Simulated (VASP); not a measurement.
# BI (P6/mmm) in VASP: a series of runs, part 2 of 2

VASP 6.6.1. Earlier steps stand in the parts before.

### Step 3. Relaxation of cell and atoms, PBE

This run uses another cell than the first one, of 23.37 Å³/atom, 1.044 times its volume.

Contents of INCAR:

```
  PREC = Accurate
  ENCUT = 600
  EDIFF = 1E-7
  ISMEAR = 0
  SIGMA = 0.1
  LREAL = F
  LASPH = T
  NELM = 100
  ALGO = Normal
  ISIF = 3
  LWAVE = F
  LCHARG = F
  GGA = PE
  IBRION = 2
  NSW = 100
  EDIFFG = -0.01
```

Contents of KPOINTS:

```
regular mesh
0
Gamma
  6 6 8
```

Contents of POSCAR:

```
BI
1.0
    5.8546414207      0.0000000000      0.0000000000
   -2.9273207103      5.0702682004      0.0000000000
    0.0000000000      0.0000000000      4.7236311462
B I
3 3
Direct
    0.5000000000      0.0000000000      0.0000000000
    0.5000000000      0.5000000000      0.0000000000
    0.0000000000      0.5000000000      0.0000000000
    0.0000000000      0.0000000000      0.0000000000
    0.3333333333      0.6666666667      0.5000000000
    0.6666666667      0.3333333333      0.5000000000
```

Potentials or basis: VASP PAW PBE potentials, release 64 (B, I).

Run with:

```bash
> cat potpaw_PBE.64/B/POTCAR potpaw_PBE.64/I/POTCAR > POTCAR
> mpirun -np 1 vasp_std > vasp.out
```

OUTCAR:

```text
PREC = Accurate
   ENCUT = 600
   EDIFF = 1E-7
   ISMEAR = 0
   LREAL = F
   LASPH = T
   NELM = 100
   ISIF = 3
   GGA = PE
   IBRION = 2
   NSW = 100
   EDIFFG = -0.01

 ion  position               nearest neighbor table
   1  0.500  0.000  0.000-
   2  0.500  0.500  0.000-
   3  0.000  0.500  0.000-
   4  0.000  0.000  0.000-
   5  0.333  0.667  0.500-   6 3.38   6 3.38   6 3.38
   6  0.667  0.333  0.500-   5 3.38   5 3.38   5 3.38

  LATTYP: Found a hexagonal cell.
 ALAT       =     5.8546414207
 C/A-ratio  =     0.8068181818

  Lattice vectors:

 A1 = (   5.8546414207,   0.0000000000,   0.0000000000)
 A2 = (  -2.9273207103,   5.0702682004,   0.0000000000)
 A3 = (   0.0000000000,   0.0000000000,   4.7236311462)
[... 835 lines left out ...]
  ---------------------------------------------------
  free  energy   TOTEN  =       -14.2309635460 eV

  energy  without entropy=      -14.2154533257  energy(sigma->0) =      -14.22320844

[... ionic steps 4 to 7 ...]

--------------------------------------- Ionic step        8  -------------------------------------------

 number of electron      29.9999999 magnetization

------------------------ aborting loop because EDIFF is reached ----------------------------------------
[... 75 lines left out ...]
--------------------------------------- Ionic step       10  -------------------------------------------

 number of electron      29.9999999 magnetization

 Free energy of the ion-electron system (eV)
  ---------------------------------------------------
  ext. energy  EPLUGINS =         0.00000000
  ---------------------------------------------------
  free energy    TOTEN  =       -14.26796299 eV

  energy without entropy =      -14.25614611  energy(sigma->0) =      -14.26205455

 E-fermi :   5.6221     XC(G=0):  -9.5345

 val. band max:        5.5948495174   @ k =   0.1667   0.1667   0.1250
 cond. band min:       5.6560256931   @ k =   0.5000   0.0000   0.5000
 fundamental gap:      0.0611761757
 Fermi energy:         5.6220559011

 k-point     1 :       0.0000    0.0000    0.0000
  band No.  band energies     occupation
      1      -9.5107      2.00000
      2      -8.0960      2.00000
      3      -7.0429      2.00000
      4      -1.7855      2.00000
      5      -1.7855      2.00000
      6       0.4721      2.00000
[... 552 lines left out ...]
  FREE ENERGIE OF THE ION-ELECTRON SYSTEM (eV)
  ---------------------------------------------------
  free  energy   TOTEN  =       -14.2679629935 eV

  energy  without entropy=      -14.2561461143  energy(sigma->0) =      -14.26205455

 reached required accuracy - stopping structural energy minimisation
```

OSZICAR:

```text
N       E                     dE             d eps       ncg     rms          rms(c)
DAV:   1     0.139954255937E+03    0.13995E+03   -0.12699E+04  1330   0.146E+03
DAV:   2    -0.217052657764E+01   -0.14212E+03   -0.13832E+03  1796   0.199E+02
DAV:   3    -0.132201769468E+02   -0.11050E+02   -0.10657E+02  1662   0.557E+01
[... 108 lines left out ...]
DAV:   5    -0.142679621049E+02    0.24962E-04   -0.85516E-05  1524   0.459E-02    0.449E-02
DAV:   6    -0.142679624759E+02   -0.37091E-06   -0.92005E-06  1567   0.165E-02    0.208E-02
DAV:   7    -0.142679628352E+02   -0.35938E-06   -0.11539E-06  1887   0.558E-03    0.490E-03
DAV:   8    -0.142679629896E+02   -0.15441E-06   -0.11913E-07   795   0.184E-03    0.127E-03
DAV:   9    -0.142679629935E+02   -0.38306E-08   -0.58279E-08   719   0.123E-03
  10 F= -.14267963E+02 E0= -.14262055E+02  d E =-.244511E-02
```

It took 12 min on 1 thread of Intel Xeon Platinum 8259CL at 2.50GHz (Skylake/Cascade Lake), shared host; peak memory 0.37 GiB.

Results:

| Property | Result |
| --- | --- |
| Free energy | -14.2680 eV |
| Relaxed volume | 22.38 Å³/atom |
| Relaxed cell | a = 6.204 Å, b = 6.204 Å, c = 4.029 Å, α = 90.00°, β = 90.00°, γ = 120.00° |
| Space group after relaxing (to 0.05 Å) | P6/mmm (No. 191) |
| Energy gained by relaxing | 104.1 meV/atom |
| Ionic steps | 10 |
| Pressure after relaxing | 0.0 GPa |
| Band gap on the k mesh | zero (band 15 reaches 7.01 eV, above the bottom of band 16 at 5.44 eV) |

Step by step:
```
step  energy change (eV)  largest force (eV/Å)  pressure (GPa)  volume (Å³)
   1              0.0000                0.0000           -1.23       140.22
   2             -0.2919                0.0000           -0.67       136.44
   3             -0.5875                0.0000            1.06       129.12
   4             -0.5942                0.0000            1.30       127.78
   5             -0.5937                0.0000            1.40       127.13
   6             -0.6201                0.0000            0.47       131.52
   7             -0.6220                0.0000            0.15       133.29
   8             -0.6220                0.0000            0.18       133.15
   9             -0.6240                0.0000            0.07       133.76
  10             -0.6245                0.0000           -0.03       134.27
```

Final structure:
```
B I
1.0
     6.20375    0.00000    0.00000
    -3.10188    5.37261    0.00000
     0.00000    0.00000    4.02852
B I
3 3
Direct
  0.50000 0.00000 0.00000
  0.50000 0.50000 0.00000
  0.00000 0.50000 0.00000
  0.00000 0.00000 0.00000
  0.33333 0.66667 0.50000
  0.66667 0.33333 0.50000
```

Caveat: spin-orbit coupling is left out, which moves the levels of the heavy elements.
